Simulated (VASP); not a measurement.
# Ge (P6_3/mmc) in VASP: notebook

The runs below take Ge through relaxation of cell and atoms, with PBEsol, LDA.

Program: VASP 6.6.1. These are calculated values, not measurements. Logs are shortened: lines on timing, memory, paths and dates and some standing lists are left out, and cuts for length are marked.

## 1. The cell of the first run

Symmetry: P6_3/mmc, No. 194, hexagonal system. Conventional cell: a = 4.066 Å, b = 4.066 Å, c = 6.680 Å, α = 90.00°, β = 90.00°, γ = 120.00°. Ge (site symmetry 3m) has 4 Ge at 2.49 to 2.50 Å within 3.3 Å.

This isn't the form of Ge at room conditions, which is diamond.

## 2. Relaxation of cell and atoms, PBEsol

Contents of INCAR:

```
PREC     = Accurate       # precision mode
ENCUT    = 600            # plane-wave cutoff, eV
EDIFF    = 1E-6           # SCF threshold, eV
ISMEAR   = -1             # smearing method
SIGMA    = 0.02           # smearing width, eV
LREAL    = False          # projectors in reciprocal space
LASPH    = True           # aspherical terms in the spheres
NELM     = 80             # most SCF steps
ALGO     = Normal         # electronic algorithm
ISIF     = 3              # what is computed and relaxed
LWAVE    = False          # write WAVECAR
LCHARG   = False          # write CHGCAR
GGA      = PS             # functional
IBRION   = 2              # ionic algorithm
NSW      = 80             # ionic steps
EDIFFG   = -0.005         # ionic threshold
```

Contents of KPOINTS:

```
Automatic mesh
0
Gamma
  6 6 4
```

Contents of POSCAR:

```
Ge
1.0
    4.0661514156      0.0000000000      0.0000000000
   -2.0330757078      3.5213904215      0.0000000000
    0.0000000000      0.0000000000      6.6803232577
Ge
4
Direct
    0.6666666667      0.3333333333      0.0625854482
    0.3333333333      0.6666666667      0.5625854482
    0.6666666667      0.3333333333      0.4374145518
    0.3333333333      0.6666666667      0.9374145518
```

Potentials or basis: VASP PAW PBE potentials, release 64 (Ge_d).

Run with:

```sh
cat potpaw_PBE.64/Ge_d/POTCAR > POTCAR
mpirun -np 1 vasp_std > vasp.out
```

OUTCAR:

```text
PREC = Accurate
   ENCUT = 600
   EDIFF = 1E-6
   ISMEAR = -1
   LREAL = False
   LASPH = True
   NELM = 80
   ISIF = 3
   GGA = PS
   IBRION = 2
   NSW = 80
   EDIFFG = -0.005

 ion  position               nearest neighbor table
   1  0.667  0.333  0.063-   4 2.49   4 2.49   4 2.49   3 2.50
   2  0.333  0.667  0.563-   3 2.49   3 2.49   3 2.49   4 2.50
   3  0.667  0.333  0.437-   2 2.49   2 2.49   2 2.49   1 2.50
   4  0.333  0.667  0.937-   1 2.49   1 2.49   1 2.49   2 2.50

  LATTYP: Found a hexagonal cell.
 ALAT       =     4.0661514156
 C/A-ratio  =     1.6429105990

  Lattice vectors:

 A1 = (   4.0661514156,   0.0000000000,   0.0000000000)
 A2 = (  -2.0330757078,   3.5213904215,   0.0000000000)
 A3 = (   0.0000000000,   0.0000000000,   6.6803232577)

Analysis of symmetry for initial positions (statically):
=====================================================================
 Subroutine PRICEL returns:
 Original cell was already a primitive cell.

 Routine SETGRP: Setting up the symmetry group for a
 hexagonal supercell.

 Subroutine GETGRP returns: Found 24 space group operations
 (whereof 12 operations were pure point group operations)
 out of a pool of 24 trial point group operations.

The static configuration has the point symmetry D_3d.
 The point group associated with its full space group is D_6h.

Analysis of symmetry for dynamics (positions and initial velocities):
=====================================================================
 Subroutine PRICEL returns:
 Original cell was already a primitive cell.

 Routine SETGRP: Setting up the symmetry group for a
 hexagonal supercell.

 Subroutine GETGRP returns: Found 24 space group operations
 (whereof 12 operations were pure point group operations)
 out of a pool of 24 trial point group operations.

The dynamic configuration has the point symmetry D_3d.
 The point group associated with its full space group is D_6h.

 Subroutine INISYM returns: Found 24 space group operations
 (whereof 12 operations are pure point group operations),
 and found     1 'primitive' translations

----------------------------------------------------------------------------------------

                                     Primitive cell

  volume of cell :      95.6523

  direct lattice vectors                    reciprocal lattice vectors
     4.066151416  0.000000000  0.000000000     0.245932799  0.141989368  0.000000000
    -2.033075708  3.521390422  0.000000000     0.000000000  0.283978736  0.000000000
     0.000000000  0.000000000  6.680323258     0.000000000  0.000000000  0.149693355

  length of vectors
     4.066151416  4.066151416  6.680323258     0.283978736  0.283978736  0.149693355

  position of ions in fractional coordinates (direct lattice)
     0.666666667  0.333333333  0.062585448
     0.333333333  0.666666667  0.562585448
[... 78 lines left out ...]
   LREAL  =      F    real-space projection
   EDIFFG = -.5E-02   stopping-criterion for IOM
   NSW    =     80    number of steps for IOM
   IBRION =      2    ionic relax: 0-MD 1-quasi-New 2-CG
   NFREE  =      1    steps in history (QN), initial steepest desc. (CG)
   ISIF   =      3    stress and relaxation
   ISYM   =      2    0-nonsym 1-usesym 2-fastsym
   POTIM  = 0.5000    time-step for ionic-motion
   TEBEG  =    0.0;   TEEND  =   0.0 temperature during run
   PSTRESS=    0.0 pullay stress
   NELECT =      56.0000    total number of electrons
   NUPDOWN=      -1.0000    fix difference up-down
   EMIN   =  10.00;   EMAX   =-10.00  energy-range for DOS
   EFERMI =   0.00;   METHOD = LEGACY
   ISMEAR =    -1;   SIGMA  =   0.02  broadening in eV -4-tet -1-fermi 0-gaus
   EFERMI_NEDOS =   21; number of points for ismear=-14 and -15
   IALGO  =     38    algorithm
   IMIX   =      4    mixing-type and parameters
     AMIX     =   0.40;   BMIX     =  1.00
     AMIX_MAG =   1.60;   BMIX_MAG =  1.00
  volume/ion in A,a.u.               =      23.91       161.37
  Fermi-wavevector in a.u.,A,eV,Ry     =   1.369533  2.588042 25.519361  1.875620
  Thomas-Fermi vector in A             =   2.495400
   LORBIT       =      0    0 simple, 1 ext, 2 COOP (PROOUT), +10 PAW based schemes
   GGA     = PS    functional components
   LHFCALC =     F    Hartree Fock is set to
   AEXX    =    0.0000 exact exchange contribution
   IVDW    =     0    specifies the selected vdW correction
   LEPSILON=     F    determine dielectric tensor
   LRPA    =     F    only Hartree local field effects (RPA)
 conjugate gradient relaxation of ions
 non-spin polarized calculation
  energy-cutoff  :      600.00
  volume of cell :       95.65
 maximum number of plane-waves:      3224
   NGX = 17   NGY = 17   NGZ = 27

--------------------------------------- Ionic step        1  -------------------------------------------

 number of electron      56.0000004 magnetization

 Free energy of the ion-electron system (eV)
  ---------------------------------------------------
  ext. energy  EPLUGINS =         0.00000000
  ---------------------------------------------------
  free energy    TOTEN  =       -19.60644720 eV

  energy without entropy =      -19.60590737  energy(sigma->0) =      -19.60617728

 E-fermi :   4.2693     XC(G=0):  -9.8626

 val. band max:        4.1566303621   @ k =   0.0000   0.0000   0.2500
 cond. band min:       4.2703898511   @ k =   0.0000   0.0000   0.0000
 fundamental gap:      0.1137594890
 Fermi energy:         4.2693016785

 k-point     1 :       0.0000    0.0000    0.0000
  band No.  band energies     occupation
      1     -20.3751      2.00000
      2     -20.3751      2.00000
      3     -20.3458      2.00000
      4     -20.3410      2.00000
      5     -20.3410      2.00000
      6     -20.3316      2.00000
[... 852 lines left out ...]
  FREE ENERGIE OF THE ION-ELECTRON SYSTEM (eV)
  ---------------------------------------------------
  free  energy   TOTEN  =       -19.6449208426 eV

  energy  without entropy=      -19.6443943869  energy(sigma->0) =      -19.64465761

[... ionic steps 4 to 11 ...]

--------------------------------------- Ionic step       12  -------------------------------------------

 number of electron      55.9999983 magnetization

------------------------ aborting loop because EDIFF is reached ----------------------------------------
[... 71 lines left out ...]
--------------------------------------- Ionic step       14  -------------------------------------------

 number of electron      55.9999983 magnetization

 Free energy of the ion-electron system (eV)
  ---------------------------------------------------
  ext. energy  EPLUGINS =         0.00000000
  ---------------------------------------------------
  free energy    TOTEN  =       -19.64495321 eV

  energy without entropy =      -19.64443288  energy(sigma->0) =      -19.64469304

 E-fermi :   4.8287     XC(G=0): -10.0849

 val. band max:        4.7103625374   @ k =   0.0000   0.0000   0.0000
 cond. band min:       4.8294207552   @ k =   0.0000   0.0000   0.0000
 fundamental gap:      0.1190582178
 Fermi energy:         4.8286850868

 k-point     1 :       0.0000    0.0000    0.0000
  band No.  band energies     occupation
      1     -19.9964      2.00000
      2     -19.9964      2.00000
      3     -19.9629      2.00000
      4     -19.9575      2.00000
      5     -19.9575      2.00000
      6     -19.9471      2.00000
[... 776 lines left out ...]
  FREE ENERGIE OF THE ION-ELECTRON SYSTEM (eV)
  ---------------------------------------------------
  free  energy   TOTEN  =       -19.6449532108 eV

  energy  without entropy=      -19.6444328754  energy(sigma->0) =      -19.64469304

 reached required accuracy - stopping structural energy minimisation
```

OSZICAR:

```text
N       E                     dE             d eps       ncg     rms          rms(c)
DAV:   1     0.516480084468E+03    0.51648E+03   -0.31401E+04  1570   0.498E+03
DAV:   2     0.690585207345E+02   -0.44742E+03   -0.44065E+03  1386   0.905E+02
DAV:   3    -0.153573072328E+02   -0.84416E+02   -0.83889E+02  1619   0.227E+02
DAV:   4    -0.197695155190E+02   -0.44122E+01   -0.44033E+01  1533   0.619E+01
[... 94 lines left out ...]
       N       E                     dE             d eps       ncg     rms          rms(c)
DAV:   1    -0.196449656705E+02   -0.15416E-04   -0.19697E-04  1858   0.220E-01    0.213E-02
DAV:   2    -0.196449569235E+02    0.87470E-05   -0.19577E-05  1754   0.681E-02    0.107E-02
DAV:   3    -0.196449535909E+02    0.33326E-05   -0.59996E-06  1509   0.347E-02    0.233E-03
DAV:   4    -0.196449532108E+02    0.38006E-06   -0.98947E-07   899   0.139E-02
  14 F= -.19644953E+02 E0= -.19644693E+02  d E =0.209390E-05
```

CONTCAR:

```text
Ge
   1.00000000000000
     4.0036697333856610    0.0000000000000000   -0.0000000000000000
    -2.0018348666928305    3.4672796974332041    0.0000000000000000
     0.0000000000000000    0.0000000000000000    6.5723817091732952
  Ge
     4
Direct
     0.6666666667000030    0.3333333332999970    0.0625907035231069
     0.3333333332999970    0.6666666667000030    0.5625907035231068
     0.6666666667000030    0.3333333332999970    0.4374092964768933
     0.3333333332999970    0.6666666667000030    0.9374092964768932

  0.00000000E+00  0.00000000E+00  0.00000000E+00
  0.00000000E+00  0.00000000E+00  0.00000000E+00
  0.00000000E+00  0.00000000E+00  0.00000000E+00
  0.00000000E+00  0.00000000E+00  0.00000000E+00
```

Run time: 3 min. Hardware: 1 thread of Intel Xeon 6975P-C (Granite Rapids), shared host; peak memory 0.25 GiB.

What came out:

- Free energy: -19.6450 eV
- Relaxed volume: 22.81 Å³/atom
- Relaxed cell: a = 4.004 Å, b = 4.004 Å, c = 6.572 Å, α = 90.00°, β = 90.00°, γ = 120.00°
- Space group after relaxing (to 0.1 Å): P6_3/mmc (No. 194)
- Energy gained by relaxing: 9.6 meV/atom
- Ionic steps: 14
- Pressure after relaxing: 0.0 GPa
- Largest force after relaxing: 0.004 eV/Å
- Band gap on the k mesh: 0.02 eV (least direct gap 0.13 eV)

Forces in eV/Å, atoms in the order of the input:
```
Ge   0.000  0.000 -0.004
Ge   0.000  0.000 -0.004
Ge   0.000  0.000  0.004
Ge   0.000  0.000  0.004
```

The path:
```tsv
step	energy change (eV)	largest force (eV/Å)	pressure (GPa)	volume (Å³)
1	0.0000	0.0265	-2.76	95.65
2	-0.0352	0.0197	0.89	90.06
3	-0.0385	0.0179	0.10	91.30
4	-0.0384	0.0197	-0.10	91.45
5	-0.0385	0.0052	-0.11	91.43
6	-0.0385	0.0022	-0.15	91.43
7	-0.0385	0.0042	-0.03	91.35
8	-0.0385	0.0042	-0.06	91.33
9	-0.0385	0.0062	-0.04	91.29
10	-0.0385	0.0100	0.06	91.21
11	-0.0385	0.0041	0.01	91.26
12	-0.0385	0.0038	-0.10	91.27
13	-0.0385	0.0013	0.05	91.22
14	-0.0385	0.0041	0.01	91.24
```

Final structure:
```
CELL_PARAMETERS angstrom
4.00367 0.00000 0.00000
-2.00183 3.46728 0.00000
0.00000 0.00000 6.57238
ATOMIC_POSITIONS crystal
Ge 0.66667 0.33333 0.06259
Ge 0.33333 0.66667 0.56259
Ge 0.66667 0.33333 0.43741
Ge 0.33333 0.66667 0.93741
```

Levels at points of the mesh, in eV from the valence-band top:
```csv
k point,band 25,band 26,band 27,band 28,band 29,band 30,band 31,band 32
"(0.00, 0.00, 0.00)",-1.50,-0.18,-0.12,0.00,0.13,0.13,2.23,2.23
"(0.50, 0.00, 0.00)",-4.60,-3.09,-2.83,-1.43,0.44,1.64,3.53,3.69
"(0.00, 0.00, 0.50)",-0.87,-0.87,-0.87,-0.87,0.61,0.61,3.34,3.34
"(0.50, 0.00, 0.50)",-2.52,-2.52,-2.42,-2.42,0.49,0.49,2.07,2.07
```

Caveat: the smearing spreads over this small gap; the PAW data sets were made with another functional, which shifts forces and pressure a little.

(Continued in part 2 of 2.)

The gap in the log of VASP goes by the Fermi energy; the results here count the filled bands.